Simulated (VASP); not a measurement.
# GaN (P6_3/mmc) in VASP: further runs, part 2 of 2

VASP 6.6.1. The steps go on from the part before.

## 4. Single point, PBE, collinear spin, ferromagnetic start

Contents of INCAR:

```
SYSTEM = GaN
PREC = Accurate
ENCUT = 520
EDIFF = 1E-6
ISMEAR = 0
SIGMA = 0.1
LREAL = .FALSE.
LASPH = .TRUE.
NELM = 150
ALGO = Normal
ISIF = 2
LWAVE = .FALSE.
LCHARG = .FALSE.
ISPIN = 2
MAGMOM = 0 0 0 0 1 1 1 1
LORBIT = 11
GGA = PE
NBANDS = 50
```

Contents of KPOINTS:

```
regular mesh
0
G
  6 6 2
  0 0 0
```

Contents of POSCAR:

```
GaN
1.0
    3.2108682500      0.0000000000      0.0000000000
   -1.6054341200      2.7806934700      0.0000000000
    0.0000000000      0.0000000000     10.5803864400
Ga N
4 4
Direct
    0.3333333300      0.6666666700      0.8750000000
    0.6666666700      0.3333333300      0.1250000000
    0.6666666700      0.3333333300      0.3750000000
    0.3333333300      0.6666666700      0.6250000000
    0.6666666700      0.3333333300      0.7500000000
    0.0000000000      0.0000000000      0.0000000000
    0.3333333300      0.6666666700      0.2500000000
    0.0000000000      0.0000000000      0.5000000000
```

Potentials or basis: VASP PAW PBE potentials, release 64 (Ga_d, N).

On the command line:

```bash
$ cat potpaw_PBE.64/Ga_d/POTCAR potpaw_PBE.64/N/POTCAR > POTCAR
$ mpirun -np 1 vasp_std > vasp.out
```

OUTCAR:

```text
SYSTEM = GaN
   PREC = Accurate
   ENCUT = 520
   EDIFF = 1E-6
   ISMEAR = 0
   LREAL = .FALSE.
   LASPH = .TRUE.
   NELM = 150
   ISIF = 2
   ISPIN = 2
   LORBIT = 11
   GGA = PE

 ion  position               nearest neighbor table
   1  0.333  0.667  0.875-   6 2.28   5 2.28   5 2.28   6 2.28   6 2.28   5 2.28   4 2.65
   2  0.667  0.333  0.125-   6 2.28   7 2.28   7 2.28   6 2.28   6 2.28   7 2.28   3 2.65
   3  0.667  0.333  0.375-   8 2.28   7 2.28   7 2.28   8 2.28   8 2.28   7 2.28   2 2.65
   4  0.333  0.667  0.625-   8 2.28   5 2.28   5 2.28   8 2.28   8 2.28   5 2.28   1 2.65
   5  0.667  0.333  0.750-   1 2.28   4 2.28   1 2.28   4 2.28   1 2.28   4 2.28
   6  0.000  0.000  0.000-   1 2.28   2 2.28   1 2.28   2 2.28   2 2.28   1 2.28
   7  0.333  0.667  0.250-   2 2.28   3 2.28   2 2.28   3 2.28   2 2.28   3 2.28
   8  0.000  0.000  0.500-   3 2.28   4 2.28   4 2.28   3 2.28   3 2.28   4 2.28

  LATTYP: Found a hexagonal cell.
 ALAT       =     3.2108682500
 C/A-ratio  =     3.2951792525

  Lattice vectors:

 A1 = (   3.2108682500,   0.0000000000,   0.0000000000)
 A2 = (  -1.6054341200,   2.7806934700,   0.0000000000)
 A3 = (   0.0000000000,   0.0000000000,  10.5803864400)

Analysis of symmetry for initial positions (statically):
=====================================================================
 Subroutine PRICEL returns:
 Original cell was already a primitive cell.

 Routine SETGRP: Setting up the symmetry group for a
 hexagonal supercell.

 Subroutine GETGRP returns: Found 24 space group operations
 (whereof 12 operations were pure point group operations)
 out of a pool of 24 trial point group operations.

The static configuration has the point symmetry D_3d.
 The point group associated with its full space group is D_6h.

Analysis of symmetry for dynamics (positions and initial velocities):
=====================================================================
 Subroutine PRICEL returns:
 Original cell was already a primitive cell.

 Routine SETGRP: Setting up the symmetry group for a
 hexagonal supercell.

 Subroutine GETGRP returns: Found 24 space group operations
 (whereof 12 operations were pure point group operations)
 out of a pool of 24 trial point group operations.

The dynamic configuration has the point symmetry D_3d.
 The point group associated with its full space group is D_6h.

Analysis of structural, dynamic, and magnetic symmetry:
=====================================================================
 Subroutine PRICEL returns:
 Original cell was already a primitive cell.

 Routine SETGRP: Setting up the symmetry group for a
 hexagonal supercell.

 Subroutine GETGRP returns: Found 24 space group operations
 (whereof 12 operations were pure point group operations)
 out of a pool of 24 trial point group operations.

The overall configuration has the point symmetry D_3d.
 The point group associated with its full space group is D_6h.

 Subroutine INISYM returns: Found 24 space group operations
 (whereof 12 operations are pure point group operations),
 and found     1 'primitive' translations

----------------------------------------------------------------------------------------

                                     Primitive cell

  volume of cell :      94.4663

  direct lattice vectors                    reciprocal lattice vectors
     3.210868250  0.000000000  0.000000000     0.311442240  0.179811261  0.000000000
    -1.605434120  2.780693470  0.000000000     0.000000000  0.359622523  0.000000000
[... 103 lines left out ...]
   IALGO  =     38    algorithm
   IMIX   =      4    mixing-type and parameters
     AMIX     =   0.40;   BMIX     =  1.00
     AMIX_MAG =   1.60;   BMIX_MAG =  1.00
  volume/ion in A,a.u.               =      11.81        79.69
  Fermi-wavevector in a.u.,A,eV,Ry     =   1.495409  2.825913 30.425997  2.236248
  Thomas-Fermi vector in A             =   2.607557
   LORBIT       =     11    0 simple, 1 ext, 2 COOP (PROOUT), +10 PAW based schemes
   GGA     = PE    functional components
   LHFCALC =     F    Hartree Fock is set to
   AEXX    =    0.0000 exact exchange contribution
   IVDW    =     0    specifies the selected vdW correction
   LEPSILON=     F    determine dielectric tensor
   LRPA    =     F    only Hartree local field effects (RPA)
 spin polarized calculation
 Gauss-broadening in eV      SIGMA  =   0.10
  energy-cutoff  :      520.00
  volume of cell :       94.47
 maximum number of plane-waves:      2568
 NGX is ok and might be reduce to    24
   NGX = 11   NGY = 11   NGZ = 39

 number of electron      71.9999920 magnetization      -0.0061071

 number of electron      71.9999920 magnetization       0.0001835

 Free energy of the ion-electron system (eV)
  ---------------------------------------------------
  ext. energy  EPLUGINS =         0.00000000
  ---------------------------------------------------
  free energy    TOTEN  =       -42.98918211 eV

  energy without entropy =      -42.98561889  energy(sigma->0) =      -42.98740050

 E-fermi :   5.4319     XC(G=0): -11.8300

 val. band max:        5.3641523127   @ k =   0.1667  -0.0000   0.0000
 cond. band min:       5.5750453377   @ k =   0.5000   0.0000   0.0000
 fundamental gap:      0.2108930250
 Fermi energy:         5.4319214926

 spin component 1

 k-point     1 :       0.0000    0.0000    0.0000
  band No.  band energies     occupation
      1     -10.0075      1.00000
      2      -9.1448      1.00000
      3      -9.1232      1.00000
      4      -8.9671      1.00000
      5      -8.9503      1.00000
      6      -8.8678      1.00000
[... 703 lines left out ...]
     47      14.3811      0.00000
     48      14.3811      0.00000
 Fermi energy:         5.4319214926

 spin component 2

 k-point     1 :       0.0000    0.0000    0.0000
  band No.  band energies     occupation
      1     -10.0075      1.00000
      2      -9.1448      1.00000
      3      -9.1232      1.00000
      4      -8.9671      1.00000
      5      -8.9503      1.00000
      6      -8.8678      1.00000
[... 703 lines left out ...]
     47      14.3812      0.00000
     48      14.3812      0.00000
 [bands above 48 left out]

------------------------ aborting loop because EDIFF is reached ----------------------------------------

  FORCE on cell =-STRESS in cart. coord.  units (eV):
  Direction    XX          YY          ZZ          XY          YZ          ZX
  --------------------------------------------------------------------------------------
  -------------------------------------------------------------------------------------
  Total      -13.9047611    -13.9047611    -13.0328487     -0.0000000      0.0000000      0.0000000
  in kB     -235.8288767   -235.8288763   -221.0409822     -0.0000004      0.0000000      0.0000000
  external PRESSURE =    -230.8995784 kB  Pullay stress =       0.0000000 kB

 VOLUME and BASIS-vectors are now :
 -----------------------------------------------------------------------------
  energy-cutoff  :      520.00
  volume of cell :       94.47
      direct lattice vectors                 reciprocal lattice vectors
     3.210868250  0.000000000  0.000000000     0.311442240  0.179811261  0.000000000
    -1.605434120  2.780693470  0.000000000     0.000000000  0.359622523  0.000000000
     0.000000000  0.000000000 10.580386440     0.000000000  0.000000000  0.094514506

 POSITION                                       TOTAL-FORCE (eV/Angst)
 -----------------------------------------------------------------------------------
     -0.00000      1.85380      9.25784        -0.000000      0.000000      0.511401
      1.60543      0.92690      1.32255         0.000000     -0.000000     -0.511401
      1.60543      0.92690      3.96764        -0.000000      0.000000      0.511401
     -0.00000      1.85380      6.61274        -0.000000      0.000000     -0.511401
      1.60543      0.92690      7.93529         0.000000     -0.000000      0.000000
      0.00000      0.00000      0.00000        -0.000000      0.000000      0.000000
     -0.00000      1.85380      2.64510         0.000000      0.000000      0.000000
      0.00000      0.00000      5.29019        -0.000000      0.000000      0.000000
 -----------------------------------------------------------------------------------
    total drift:                               -0.000022      0.000013     -0.000009

  FREE ENERGIE OF THE ION-ELECTRON SYSTEM (eV)
  ---------------------------------------------------
  free  energy   TOTEN  =       -42.9891821112 eV

  energy  without entropy=      -42.9856188900  energy(sigma->0) =      -42.98740050

 total charge

# of ion       s       p       d       tot
------------------------------------------
    1        0.734   0.567  10.076  11.378
    2        0.734   0.567  10.076  11.378
    3        0.734   0.567  10.076  11.378
    4        0.734   0.567  10.076  11.378
    5        1.268   2.302   0.000   3.570
    6        1.263   2.309   0.000   3.572
    7        1.268   2.302   0.000   3.570
    8        1.263   2.309   0.000   3.572
--------------------------------------------------
tot          7.999  11.493  40.306  59.797

 magnetization (x)

# of ion       s       p       d       tot
------------------------------------------
    1        0.000   0.000  -0.000   0.000
    2        0.000   0.000  -0.000   0.000
    3        0.000   0.000  -0.000   0.000
    4        0.000   0.000  -0.000   0.000
    5       -0.000  -0.000   0.000  -0.000
    6       -0.000  -0.000   0.000  -0.000
    7       -0.000  -0.000   0.000  -0.000
    8       -0.000  -0.000   0.000  -0.000
--------------------------------------------------
tot          0.000  -0.000  -0.000  -0.000
```

Run time: 3.6 min. Hardware: 1 thread of Intel Xeon 8259CL, shared host; peak memory 0.28 GiB.

What came out:

| Property | Result |
| --- | --- |
| Free energy | -42.9892 eV |
| Pressure | -23.1 GPa |
| Largest force | 0.511 eV/Å |
| Band gap on the k mesh | zero (filled and empty bands overlap) |
| Net moment | 0.00 μB per cell |
| Valence electrons inside the program's atomic spheres | Ga 11.38; N 3.57 |

Forces on the atoms (eV/Å):
```
Ga   0.000  0.000  0.511
Ga   0.000  0.000 -0.511
Ga   0.000  0.000  0.511
Ga   0.000  0.000 -0.511
N    0.000  0.000  0.000
N    0.000  0.000  0.000
N    0.000  0.000  0.000
N    0.000  0.000  0.000
```

Stress tensor (GPa, compression positive):
```
-23.58   0.00   0.00
  0.00 -23.58   0.00
  0.00   0.00 -22.10
```

Levels at points of the mesh, in eV from the Fermi level:
Spin up:
| k point | band 34 | band 35 | band 36 | band 37 | band 38 | band 39 |
| --- | --- | --- | --- | --- | --- | --- |
| (0.00, 0.00, 0.00) | -0.34 | -0.29 | -0.22 | -0.22 | 2.58 | 3.05 |
| (0.50, 0.00, 0.00) | -1.43 | -0.71 | -0.25 | 0.14 | 1.62 | 4.12 |
| (0.00, 0.00, 0.50) | -0.26 | -0.26 | -0.26 | 1.44 | 1.44 | 3.46 |
| (0.50, 0.00, 0.50) | -1.82 | -0.65 | -0.65 | 1.32 | 1.32 | 3.51 |
Spin down:
| k point | band 34 | band 35 | band 36 | band 37 | band 38 | band 39 |
| --- | --- | --- | --- | --- | --- | --- |
| (0.00, 0.00, 0.00) | -0.34 | -0.29 | -0.22 | -0.22 | 2.58 | 3.05 |
| (0.50, 0.00, 0.00) | -1.43 | -0.71 | -0.25 | 0.14 | 1.62 | 4.12 |
| (0.00, 0.00, 0.50) | -0.26 | -0.26 | -0.26 | 1.44 | 1.44 | 3.46 |
| (0.50, 0.00, 0.50) | -1.82 | -0.65 | -0.65 | 1.32 | 1.32 | 3.51 |

Caveat: the k points lie up to 0.38 Å⁻¹ apart; semilocal functionals underestimate gaps, so a narrow gap can read as zero.

## 5. The runs side by side

```tsv
task	spin	cell	k mesh	cutoff (eV)	smearing	gap on the mesh (eV)	pressure (GPa)	largest force (eV/Å)
relaxation of cell and atoms	off	relaxed from a = 3.211, b = 3.211, c = 10.580 Å, angles 90.0, 90.0, 120.0°, 8 atoms, atomic positions A	6 × 6 × 2	600	gaussian 0.1 eV	1.03	-0.4	0.01
single point	off	a = 3.014, b = 3.014, c = 10.022 Å, angles 90.0, 90.0, 120.0°, 8 atoms, atomic positions B	12 × 12 × 4	520	gaussian 0.02 eV	1.06	0.7	-
single point	collinear, ferromagnetic start	a = 3.211, b = 3.211, c = 10.580 Å, angles 90.0, 90.0, 120.0°, 8 atoms, atomic positions A	6 × 6 × 2	520	gaussian 0.1 eV	none	-23.1	0.51
```

Alike in all rows: level PBE; potentials or basis VASP PAW PBE potentials, release 64 (Ga_d, N).

Caveats: some runs use coarse meshes; semilocal functionals underestimate gaps, so a narrow gap can read as zero (at least some runs).

Absolute energies hang on the potentials; compare differences alone.
